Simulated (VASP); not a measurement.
# SnO2 (Pbcn) in VASP: further runs

The runs below take SnO2 through single point, with PBE.

Program: VASP 6.6.1. These are calculated values, not measurements. Logs are shortened: lines on timing, memory, paths and dates and some standing lists are left out, and cuts for length are marked.

### Step 1. The cell of the first run

It takes space group Pbcn (No. 60, orthorhombic). The conventional cell has a = 4.809 Å, b = 5.851 Å, c = 5.326 Å, α = 90.00°, β = 90.00°, γ = 90.00°. Sn (site symmetry 2) has 6 O at 2.07 to 2.14 Å within 2.7 Å. O (site symmetry 1) has 3 Sn at 2.07 to 2.14 Å and 1 O at 2.68 Å within 2.7 Å.

### Step 2. Single point, PBE

INCAR reads:

```
PREC = Accurate ; ENCUT = 600
EDIFF = 1E-6 ; ISMEAR = 0
SIGMA = 0.02 ; LREAL = False
LASPH = True ; NELM = 120
ALGO = Normal ; ISIF = 2
LWAVE = False ; LCHARG = False
GGA = PE ; NBANDS = 64
GGA_COMPAT = False
```

KPOINTS reads:

```
regular mesh
0
Gamma
  6 6 6
```

POSCAR reads:

```
SnO2
1.0
    4.8092056690      0.0000000000      0.0000000000
    0.0000000000      5.8514812868      0.0000000000
    0.0000000000      0.0000000000      5.3262243091
Sn O
4 8
Direct
    0.5000000000      0.6643543627      0.7500000000
    0.0000000000      0.8356456373      0.2500000000
    0.5000000000      0.3356456373      0.2500000000
    0.0000000000      0.1643543627      0.7500000000
    0.7292930001      0.6080538297      0.0785255142
    0.2292930001      0.8919461703      0.9214744858
    0.7707069999      0.8919461703      0.5785255142
    0.2707069999      0.6080538297      0.4214744858
    0.7292930001      0.3919461703      0.5785255142
    0.2292930001      0.1080538297      0.4214744858
    0.7707069999      0.1080538297      0.0785255142
    0.2707069999      0.3919461703      0.9214744858
```

Potentials or basis: VASP PAW PBE potentials, release 64 (Sn_d, O).

Launch:

```sh
$ cat potpaw_PBE.64/Sn_d/POTCAR potpaw_PBE.64/O/POTCAR > POTCAR
$ mpirun -np 1 vasp_std > vasp.out
```

OUTCAR:

```text
PREC = Accurate
   ENCUT = 600
   EDIFF = 1E-6
   ISMEAR = 0
   LREAL = False
   LASPH = True
   NELM = 120
   ISIF = 2
   GGA = PE

 ion  position               nearest neighbor table
   1  0.500  0.664  0.750-   6 2.07   7 2.07   5 2.09   8 2.09   9 2.14  12 2.14   3 3.29   3 3.29
                             2 3.73   2 3.73   2 3.73   2 3.73
   2  0.000  0.836  0.250-   5 2.07   8 2.07   7 2.09   6 2.09  10 2.14  11 2.14   4 3.29   4 3.29
                             1 3.73   1 3.73   1 3.73   1 3.73
   3  0.500  0.336  0.250-  10 2.07  11 2.07   9 2.09  12 2.09   5 2.14   8 2.14   1 3.29   1 3.29
                             4 3.73   4 3.73   4 3.73   4 3.73
   4  0.000  0.164  0.750-   9 2.07  12 2.07  11 2.09  10 2.09   6 2.14   7 2.14   2 3.29   2 3.29
                             3 3.73   3 3.73   3 3.73   3 3.73
   5  0.729  0.608  0.079-   2 2.07   1 2.09   3 2.14
   6  0.229  0.892  0.921-   1 2.07   2 2.09   4 2.14
   7  0.771  0.892  0.579-   1 2.07   2 2.09   4 2.14
   8  0.271  0.608  0.421-   2 2.07   1 2.09   3 2.14
   9  0.729  0.392  0.579-   4 2.07   3 2.09   1 2.14
  10  0.229  0.108  0.421-   3 2.07   4 2.09   2 2.14
  11  0.771  0.108  0.079-   3 2.07   4 2.09   2 2.14
  12  0.271  0.392  0.921-   4 2.07   3 2.09   1 2.14

  LATTYP: Found a simple orthorhombic cell.
 ALAT       =     4.8092056690
 B/A-ratio  =     1.1075060365
 C/A-ratio  =     1.2167251080

  Lattice vectors:

 A1 = (  -4.8092056690,   0.0000000000,   0.0000000000)
 A2 = (   0.0000000000,   0.0000000000,   5.3262243091)
 A3 = (   0.0000000000,   5.8514812868,   0.0000000000)

Analysis of symmetry for initial positions (statically):
=====================================================================
 Subroutine PRICEL returns:
 Original cell was already a primitive cell.

 Routine SETGRP: Setting up the symmetry group for a
 simple orthorhombic supercell.

 Subroutine GETGRP returns: Found  8 space group operations
 (whereof  2 operations were pure point group operations)
 out of a pool of  8 trial point group operations.

The static configuration has the point symmetry S_2 .
 The point group associated with its full space group is D_2h.

Analysis of symmetry for dynamics (positions and initial velocities):
=====================================================================
 Subroutine PRICEL returns:
 Original cell was already a primitive cell.

 Routine SETGRP: Setting up the symmetry group for a
 simple orthorhombic supercell.

 Subroutine GETGRP returns: Found  8 space group operations
 (whereof  2 operations were pure point group operations)
 out of a pool of  8 trial point group operations.

The dynamic configuration has the point symmetry S_2 .
 The point group associated with its full space group is D_2h.

 Subroutine INISYM returns: Found  8 space group operations
 (whereof  2 operations are pure point group operations),
 and found     1 'primitive' translations

----------------------------------------------------------------------------------------

                                     Primitive cell

  volume of cell :     149.8852

  direct lattice vectors                    reciprocal lattice vectors
     4.809205669  0.000000000  0.000000000     0.207934547  0.000000000  0.000000000
     0.000000000  5.851481287  0.000000000     0.000000000  0.170896898  0.000000000
     0.000000000  0.000000000  5.326224309     0.000000000  0.000000000  0.187750260

  length of vectors
     4.809205669  5.851481287  5.326224309     0.207934547  0.170896898  0.187750260

  position of ions in fractional coordinates (direct lattice)
     0.500000000  0.664354363  0.750000000
     0.000000000  0.835645637  0.250000000
     0.500000000  0.335645637  0.250000000
     0.000000000  0.164354363  0.750000000
     0.729293000  0.608053830  0.078525514
     0.229293000  0.891946170  0.921474486
     0.770707000  0.891946170  0.578525514
     0.270707000  0.608053830  0.421474486
     0.729293000  0.391946170  0.578525514
     0.229293000  0.108053830  0.421474486
     0.770707000  0.108053830  0.078525514
     0.270707000  0.391946170  0.921474486

  ion indices of the primitive-cell ions
   primitive index   ion index
                 1           1
                 2           2
                 3           3
                 4           4
                 5           5
                 6           6
                 7           7
                 8           8
                 9           9
                10          10
                11          11
                12          12

----------------------------------------------------------------------------------------

 KPOINTS: regular mesh

Automatic generation of k-mesh.
 Grid dimensions read from file:
 generate k-points for:    6    6    6

 Generating k-lattice:

  Cartesian coordinates                     Fractional coordinates (reciprocal lattice)
[... 62 lines left out ...]
   IALGO  =     38    algorithm
   IMIX   =      4    mixing-type and parameters
     AMIX     =   0.40;   BMIX     =  1.00
     AMIX_MAG =   1.60;   BMIX_MAG =  1.00
  volume/ion in A,a.u.               =      12.49        84.29
  Fermi-wavevector in a.u.,A,eV,Ry     =   1.449327  2.738831 28.579703  2.100549
  Thomas-Fermi vector in A             =   2.567066
   LORBIT       =      0    0 simple, 1 ext, 2 COOP (PROOUT), +10 PAW based schemes
   GGA     = PE    functional components
   LHFCALC =     F    Hartree Fock is set to
   AEXX    =    0.0000 exact exchange contribution
   IVDW    =     0    specifies the selected vdW correction
   LEPSILON=     F    determine dielectric tensor
   LRPA    =     F    only Hartree local field effects (RPA)
 non-spin polarized calculation
 Gauss-broadening in eV      SIGMA  =   0.02
  energy-cutoff  :      600.00
  volume of cell :      149.89
 maximum number of plane-waves:      5040
 NGX is ok and might be reduce to    40
   NGX = 19   NGY = 23   NGZ = 21

 number of electron     104.0000005 magnetization

 Free energy of the ion-electron system (eV)
  ---------------------------------------------------
  ext. energy  EPLUGINS =         0.00000000
  ---------------------------------------------------
  free energy    TOTEN  =       -74.42072129 eV

  energy without entropy =      -74.42072129  energy(sigma->0) =      -74.42072129

 E-fermi :   5.4607     XC(G=0): -11.0473

 val. band max:        5.3115318525   @ k =   0.3333   0.0000   0.0000
 cond. band min:       6.1626247112   @ k =   0.0000   0.0000   0.0000
 fundamental gap:      0.8510928587
 Fermi energy:         5.4606559278

 k-point     1 :       0.0000    0.0000    0.0000
  band No.  band energies     occupation
      1     -15.3186      2.00000
      2     -15.1890      2.00000
      3     -15.1198      2.00000
      4     -14.8770      2.00000
      5     -14.7873      2.00000
      6     -14.6459      2.00000
[... 56 lines left out ...]
     63      15.7760      0.00000
     64      16.2626      0.00000

 k-point     2 :       0.1667    0.0000    0.0000
  band No.  band energies     occupation
      1     -15.3128      2.00000
      2     -15.1341      2.00000
      3     -15.1075      2.00000
      4     -14.8955      2.00000
      5     -14.8697      2.00000
      6     -14.6504      2.00000
[... 56 lines left out ...]
     63      15.9292      0.00000
     64      16.0181      0.00000

 k-point     3 :       0.3333    0.0000    0.0000
  band No.  band energies     occupation
      1     -15.2675      2.00000
      2     -15.0704      2.00000
      3     -15.0232      2.00000
      4     -15.0062      2.00000
      5     -14.9464      2.00000
      6     -14.7171      2.00000
[... 1396 lines left out ...]
     63      15.4926      0.00000
     64      16.1084      0.00000

 k-point    24 :       0.5000    0.1667    0.1667
  band No.  band energies     occupation
      1     -15.1919      2.00000
      2     -15.1919      2.00000
      3     -14.9852      2.00000
      4     -14.9852      2.00000
      5     -14.8384      2.00000
      6     -14.8384      2.00000
[... 56 lines left out ...]
     63      15.7217      0.00000
     64      15.7336      0.00000

 [... further k-points ...]

------------------------ aborting loop because EDIFF is reached ----------------------------------------

  FORCE on cell =-STRESS in cart. coord.  units (eV):
  Direction    XX          YY          ZZ          XY          YZ          ZX
  --------------------------------------------------------------------------------------
  -------------------------------------------------------------------------------------
  Total       -1.5948855     -1.5680390     -1.4789109      0.0000000      0.0000000      0.0000000
  in kB      -17.0483156    -16.7613437    -15.8086202      0.0000000      0.0000000      0.0000000
  external PRESSURE =     -16.5394265 kB  Pullay stress =       0.0000000 kB

 VOLUME and BASIS-vectors are now :
 -----------------------------------------------------------------------------
  energy-cutoff  :      600.00
  volume of cell :      149.89
      direct lattice vectors                 reciprocal lattice vectors
     4.809205669  0.000000000  0.000000000     0.207934547  0.000000000  0.000000000
     0.000000000  5.851481287  0.000000000     0.000000000  0.170896898  0.000000000
     0.000000000  0.000000000  5.326224309     0.000000000  0.000000000  0.187750260

 POSITION                                       TOTAL-FORCE (eV/Angst)
 -----------------------------------------------------------------------------------
      2.40460      3.88746      3.99467        -0.000000      0.019633     -0.000000
      0.00000      4.88976      1.33156         0.000000     -0.019633     -0.000000
      2.40460      1.96402      1.33156         0.000000     -0.019633     -0.000000
      0.00000      0.96172      3.99467         0.000000      0.019633     -0.000000
      3.50732      3.55802      0.41824         0.012959     -0.000808      0.004674
      1.10272      5.21921      4.90798         0.012959      0.000808     -0.004674
      3.70649      5.21921      3.08136        -0.012959      0.000808      0.004674
      1.30189      3.55802      2.24487        -0.012959     -0.000808     -0.004674
      3.50732      2.29347      3.08136         0.012959      0.000808      0.004674
      1.10272      0.63227      2.24487         0.012959     -0.000808     -0.004674
      3.70649      0.63227      0.41824        -0.012959     -0.000808      0.004674
      1.30189      2.29347      4.90798        -0.012959      0.000808     -0.004674
 -----------------------------------------------------------------------------------
    total drift:                               -0.000000     -0.000000      0.000000

  FREE ENERGIE OF THE ION-ELECTRON SYSTEM (eV)
  ---------------------------------------------------
  free  energy   TOTEN  =       -74.4207212876 eV

  energy  without entropy=      -74.4207212876  energy(sigma->0) =      -74.42072129
```

Wall time 5 min (1 thread of Intel Xeon 6975P-C (Granite Rapids), shared host); peak memory 0.65 GiB.

What came out:

```yaml
Free_energy: -74.4207 eV
Pressure: -1.7 GPa
Largest_force: 0.020 eV/Å
Band_gap_on_the_k_mesh: 0.85 eV (least direct gap 0.88 eV)
```

Forces on the atoms (eV/Å):
```
Sn   0.000  0.020  0.000
Sn   0.000 -0.020  0.000
Sn   0.000 -0.020  0.000
Sn   0.000  0.020  0.000
O    0.013 -0.001  0.005
O    0.013  0.001 -0.005
O   -0.013  0.001  0.005
O   -0.013 -0.001 -0.005
O    0.013  0.001  0.005
O    0.013 -0.001 -0.005
O   -0.013 -0.001  0.005
O   -0.013  0.001 -0.005
```

Caveat: spin-orbit coupling is left out, which moves the levels of the heavy elements. A k mesh can miss the band edges.

### Step 3. Single point, PBE

This run uses another cell than the first one, of 11.19 Å³/atom.

INCAR reads:

```
ALGO     = Normal         # electronic algorithm
EDIFF    = 1E-6           # SCF threshold, eV
ENCUT    = 600            # plane-wave cutoff, eV
GGA      = PE             # functional
GGA_COMPAT= False        
ISIF     = 2              # what is computed and relaxed
ISMEAR   = 0              # smearing method
LASPH    = True           # aspherical terms in the spheres
LCHARG   = True           # write CHGCAR
LELF     = True           # ELF
LREAL    = False          # projectors in reciprocal space
LVHAR    = True         
LWAVE    = False          # write WAVECAR
NBANDS   = 64             # bands
NELM     = 120            # most SCF steps
PREC     = Accurate       # precision mode
SIGMA    = 0.02           # smearing width, eV
```

KPOINTS reads:

```
k-points
0
Gamma
  6 6 6
```

POSCAR reads:

```
SnO2
1.0
    4.6657539658      0.0000000000      0.0000000000
    0.0000000000      5.5976943907      0.0000000000
    0.0000000000      0.0000000000      5.1404253430
Sn O
4 8
Direct
    0.5000000000      0.6732644759      0.7500000000
    0.0000000000      0.8267355241      0.2500000000
    0.5000000000      0.3267355241      0.2500000000
    0.0000000000      0.1732644759      0.7500000000
    0.7369029523      0.5968898163      0.0730899514
    0.2369029523      0.9031101837      0.9269100486
    0.7630970477      0.9031101837      0.5730899514
    0.2630970477      0.5968898163      0.4269100486
    0.7369029523      0.4031101837      0.5730899514
    0.2369029523      0.0968898163      0.4269100486
    0.7630970477      0.0968898163      0.0730899514
    0.2630970477      0.4031101837      0.9269100486
```

Potentials or basis: VASP PAW PBE potentials, release 64 (Sn_d, O).

Launch:

```sh
$ cat potpaw_PBE.64/Sn_d/POTCAR potpaw_PBE.64/O/POTCAR > POTCAR
$ mpirun -np 1 vasp_std > vasp.out
```

It took 6.3 min on 1 thread of AMD EPYC 9R45 (Zen 5), shared host; peak memory 0.55 GiB.

The run converged. Its results:

- Free energy: -73.5633 eV
- Pressure: 20.6 GPa
- Largest force: 0.026 eV/Å
- Band gap on the k mesh: 1.96 eV

Forces in eV/Å, atoms in the order of the input:
```
Sn   0.000  0.026  0.000
Sn   0.000 -0.026  0.000
Sn   0.000 -0.026  0.000
Sn   0.000  0.026  0.000
O    0.018 -0.003  0.005
O    0.018  0.003 -0.005
O   -0.018  0.003  0.005
O   -0.018 -0.003 -0.005
O    0.018  0.003  0.005
O    0.018 -0.003 -0.005
O   -0.018 -0.003  0.005
O   -0.018  0.003 -0.005
```

Stress tensor (GPa, compression positive):
```
20.60  0.00  0.00
 0.00 20.44  0.00
 0.00  0.00 20.65
```

Levels at points of the mesh, in eV from the valence-band top:
```
           k point  band 49  band 50  band 51  band 52  band 53  band 54  band 55  band 56
(0.00, 0.00, 0.00)    -0.53    -0.27    -0.14     0.00     1.96     6.70     6.73     7.16
(0.50, 0.00, 0.00)    -0.36    -0.36    -0.09    -0.09     5.01     5.01     5.82     5.82
(0.00, 0.50, 0.00)    -0.94    -0.94    -0.10    -0.10     4.66     4.66     7.31     7.31
(0.50, 0.50, 0.00)    -0.63    -0.63    -0.31    -0.31     5.58     5.58     6.57     6.57
(0.00, 0.00, 0.50)    -0.30    -0.30    -0.18    -0.18     4.95     4.95     6.67     6.67
(0.50, 0.00, 0.50)    -0.27    -0.27    -0.27    -0.27     5.46     5.46     5.46     5.46
(0.00, 0.50, 0.50)    -0.37    -0.37    -0.37    -0.37     6.09     6.09     6.09     6.09
(0.50, 0.50, 0.50)    -0.45    -0.45    -0.45    -0.45     5.95     5.95     5.95     5.95
```

Caveat: the cell stands under pressure; spin-orbit coupling is left out, which moves the levels of the heavy elements.

### Step 4. Single point, PBE (uniaxial strain along c: -1.0 %, then relaxed in part)

INCAR reads:

```
SYSTEM = SnO2
  ALGO = Normal
  EDIFF = 1E-7
  ENCUT = 520
  GGA = PE
  ISIF = 2
  ISMEAR = 0
  LASPH = .TRUE.
  LCHARG = .TRUE.
  LELF = .TRUE.
  LREAL = .FALSE.
  LVHAR = .TRUE.
  LWAVE = .FALSE.
  NBANDS = 64
  NELM = 60
  PREC = Accurate
  SIGMA = 0.02
```

KPOINTS reads:

```
k-points
0
G
  6 6 6
  0 0 0
```

POSCAR reads:

```
SnO2
1.0
    4.8132421887      0.0000000000      0.0000000000
    0.0000000000      5.8326896757      0.0000000000
    0.0000000000      0.0000000000      5.2525239808
Sn O
4 8
Direct
    0.5000000000      0.6669006574      0.7500000000
    0.0000000000      0.8330993426      0.2500000000
    0.5000000000      0.3330993426      0.2500000000
    0.0000000000      0.1669006574      0.7500000000
    0.7302197842      0.6061475526      0.0782463696
    0.2302197842      0.8938524474      0.9217536304
    0.7697802158      0.8938524474      0.5782463696
    0.2697802158      0.6061475526      0.4217536304
    0.7302197842      0.3938524474      0.5782463696
    0.2302197842      0.1061475526      0.4217536304
    0.7697802158      0.1061475526      0.0782463696
    0.2697802158      0.3938524474      0.9217536304
```

Launch:

```sh
$ cat potpaw_PBE.64/Sn_d/POTCAR potpaw_PBE.64/O/POTCAR > POTCAR
$ mpirun -np 1 vasp_std > vasp.out
```

Run time: 9.8 min. Hardware: 1 thread of Intel Xeon Platinum 8259CL at 2.50GHz (Skylake/Cascade Lake), shared host; peak memory 0.52 GiB.

It converged, with:

| Quantity | Value |
| --- | --- |
| Free energy | -74.3931 eV |
| Pressure | 1.3 GPa |
| Largest force | 0.014 eV/Å |
| Band gap on the k mesh | 1.03 eV |

Forces on the atoms (eV/Å):
```
Sn   0.000  0.014  0.000
Sn   0.000 -0.014  0.000
Sn   0.000 -0.014  0.000
Sn   0.000  0.014  0.000
O    0.011 -0.006  0.006
O    0.011  0.006 -0.006
O   -0.011  0.006  0.006
O   -0.011 -0.006 -0.006
O    0.011  0.006  0.006
O    0.011 -0.006 -0.006
O   -0.011 -0.006  0.006
O   -0.011  0.006 -0.006
```

Stress tensor (GPa, compression positive):
```
0.56 0.00 0.00
0.00 0.55 0.00
0.00 0.00 2.80
```

Levels at points of the mesh, in eV from the valence-band top:
| k point | band 50 | band 51 | band 52 | band 53 | band 54 | band 55 |
| --- | --- | --- | --- | --- | --- | --- |
| (0.00, 0.00, 0.00) | -0.16 | -0.12 | 0.00 | 1.03 | 5.79 | 5.85 |
| (0.50, 0.00, 0.00) | -0.25 | -0.06 | -0.06 | 4.21 | 4.21 | 4.93 |
| (0.00, 0.50, 0.00) | -0.85 | -0.08 | -0.08 | 3.74 | 3.74 | 6.51 |
| (0.50, 0.50, 0.00) | -0.56 | -0.19 | -0.19 | 4.64 | 4.64 | 5.73 |
| (0.00, 0.00, 0.50) | -0.22 | -0.19 | -0.19 | 4.10 | 4.10 | 5.89 |
| (0.50, 0.00, 0.50) | -0.23 | -0.23 | -0.23 | 4.65 | 4.65 | 4.65 |
| (0.00, 0.50, 0.50) | -0.29 | -0.29 | -0.29 | 5.18 | 5.18 | 5.18 |
| (0.50, 0.50, 0.50) | -0.34 | -0.34 | -0.34 | 5.07 | 5.07 | 5.07 |

Caveat: the cell differs from its parent crystal (uniaxial strain along c: -1.0 %, then relaxed in part); spin-orbit coupling is left out, which moves the levels of the heavy elements.

### Step 5. Summary

```csv
cell,cutoff (eV),gap on the mesh (eV),pressure (GPa),largest force (eV/Å)
"a = 4.809, b = 5.851, c = 5.326 Å, 12 atoms, atomic positions A",600,0.85,-1.7,0.02
"a = 4.666, b = 5.598, c = 5.140 Å, 12 atoms, atomic positions B",600,1.96,20.6,0.03
"a = 4.813, b = 5.833, c = 5.253 Å, 12 atoms, atomic positions C",520,1.03,1.3,0.01
```

Alike in all rows: task single point; level PBE; potentials or basis VASP PAW PBE potentials, release 64 (Sn_d, O); no spin polarisation; k mesh 6 × 6 × 6; smearing gaussian 0.02 eV.

Caveats: spin-orbit coupling is left out, which moves the levels of the heavy elements; the cell stands under pressure (at least some runs).

Total energies depend on the potentials used, so only differences within one code and one set of settings carry meaning.
